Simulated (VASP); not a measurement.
A run of VASP 6.6.1 is set up as follows.

File INCAR:

```
SYSTEM = Ti4O
ALGO = Fast
DIPOL = 0.5 0.5 0.338
EDIFF = 1E-6
EDIFFG = -0.025
ENCUT = 520
GGA = PE
IBRION = 2
IDIPOL = 3
ISIF = 2
ISMEAR = 0
LASPH = .True.
LCHARG = .False.
LDIPOL = .True.
LREAL = .False.
LWAVE = .False.
NELM = 80
NSW = 36
PREC = Accurate
SIGMA = 0.1
```

KPOINTS

```
k-points
0
Gamma
  9 7 1
  0 0 0
```

File POSCAR:

```
Ti4O
1.0
    2.9075446938      0.0000000000      0.0000000000
    0.0000000000      4.1118891392      0.0000000000
    0.0000000000      0.0000000000     19.6535692687
Ti O
4 1
Selective dynamics
Direct
    0.5000000000      0.5000000000      0.2035253722  F F F
    0.0000000000      0.0000000000      0.2774952616  F F F
    0.5000000000      0.5000000000      0.3439484703  F F F
    0.0000000000      0.0000000000      0.4148645550  F F F
    0.5000000000      0.3000000000      0.4514991220  F F T
```

Potentials or basis: VASP PAW PBE potentials, release 64 (Ti_sv, O).

Run with:

```console
$ cat potpaw_PBE.64/Ti_sv/POTCAR potpaw_PBE.64/O/POTCAR > POTCAR
$ mpirun -np 1 vasp_std > vasp.out
```

Task: What does it give for the band gap on the k mesh?

Result: Zero (bands 27 and 28 overlap by 0.21 eV).

Task: Estimate the energy gained by relaxing.

Result: 69.1 meV/atom.

Final structure:
```
Ti O
1.0
     2.90754    0.00000    0.00000
     0.00000    4.11189    0.00000
     0.00000    0.00000   19.65357
Ti O
4 1
Direct
  0.50000 0.50000 0.20353
  0.00000 0.00000 0.27750
  0.50000 0.50000 0.34395
  0.00000 0.00000 0.41486
  0.50000 0.30000 0.43662
```
